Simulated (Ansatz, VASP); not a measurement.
Two plane-wave programs on RbCl

Contents of INCAR:

```
  ALGO = Normal
  EDIFF = 1E-6
  ENCUT = 500
  GGA = PS
  GGA_COMPAT = F
  ISIF = 2
  ISMEAR = -1
  LASPH = T
  LCHARG = T
  LELF = T
  LREAL = F
  LVHAR = T
  LWAVE = F
  NBANDS = 15
  NELM = 120
  PREC = Accurate
  SIGMA = 0.05
```

File KPOINTS:

```
k-points
0
Gamma
  6 6 6
```

File POSCAR:

```
RbCl
1.0
    0.0327400000      3.2740000000      3.2740000000
    3.2740000000      0.0327400000      3.2740000000
    3.3067400000      3.3067400000      0.0000000000
Rb Cl
1 1
Direct
    0.0000000000      0.0000000000      0.0000000000
    0.5000000000      0.5000000000      0.5000000000
```

Input for Ansatz:

```yaml
crystal:
  lattice:
    - [0.03274, 3.274, 3.274]
    - [3.274, 0.03274, 3.274]
    - [3.30674, 3.30674, 0.0]
  atoms:
    - { symbol: Rb, position: [0.0, 0.0, 0.0] }
    - { symbol: Cl, position: [0.5, 0.5, 0.5] }
basis:
  ecutwfc: 520.0
kpoints:
  mp_grid:
    grid: [6, 6, 6]
hamiltonian:
  xc: pbesol
scf:
  occupations:
    method: fermi_dirac
    width: 0.05
output:
  stress: true
```

Alike in both runs: task single point; functional PBEsol; k mesh 6 × 6 × 6; occupations fermi-dirac, width 0.05 eV; no spin polarisation.

|  | VASP | Ansatz |
| --- | --- | --- |
| version | VASP 6.6.1 | Ansatz 0.2.0 |
| potentials or method | VASP PAW PBE potentials, release 64 (Rb_sv, Cl), cutoff 500 eV | plane waves, PAW |
| valence electrons in the cell | 16 | 16 |

|  | VASP | Ansatz | Ansatz less VASP |
| --- | --- | --- | --- |
| pressure (GPa) | 0.0 | 0.0 | -0.01 |
| traceless stress, the component that is largest in VASP (GPa) | -0.10 | -0.10 | -0.001 |

VASP's potentials were made for PBE, not for PBEsol.
